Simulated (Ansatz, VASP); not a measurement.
# NaH in VASP and in Ansatz

```
Na H
1.0
     0.00000    2.59692    2.70080
     2.59692    0.00000    2.70080
     2.59692    2.59692    0.00000
Na H
1 1
Direct
  0.00000 0.00000 0.00000
  0.25000 0.25000 0.25000
```

Change from the starting cell: uniaxial_z strain +4.0%.

Alike in both runs: task single point; functional PBE; k mesh 8 × 8 × 8; occupations fermi-dirac, width 0.02 eV; no spin polarisation.

|  | VASP | Ansatz |
| --- | --- | --- |
| version | VASP 6.6.1 | Ansatz 0.2.0 |
| potentials or method | VASP PAW PBE potentials, release 64 (Na_pv, H) | plane waves, PAW |
| plane-wave cutoff (eV) | 520 | 420 |
| valence electrons in the cell | 8 | 10 |

|  | VASP | Ansatz | Ansatz less VASP |
| --- | --- | --- | --- |
| gap on the k mesh at the Fermi level (eV) | 3.54 | 3.54 | +0.002 |
| pressure (GPa) | -0.5 | -0.4 | +0.03 |
| traceless stress, the component that is largest in VASP (GPa) | -0.19 | -0.19 | -0.002 |

VASP's potentials hold 8 valence electrons a cell and Ansatz's 10, so a difference there can come from the potentials and not from the codes.
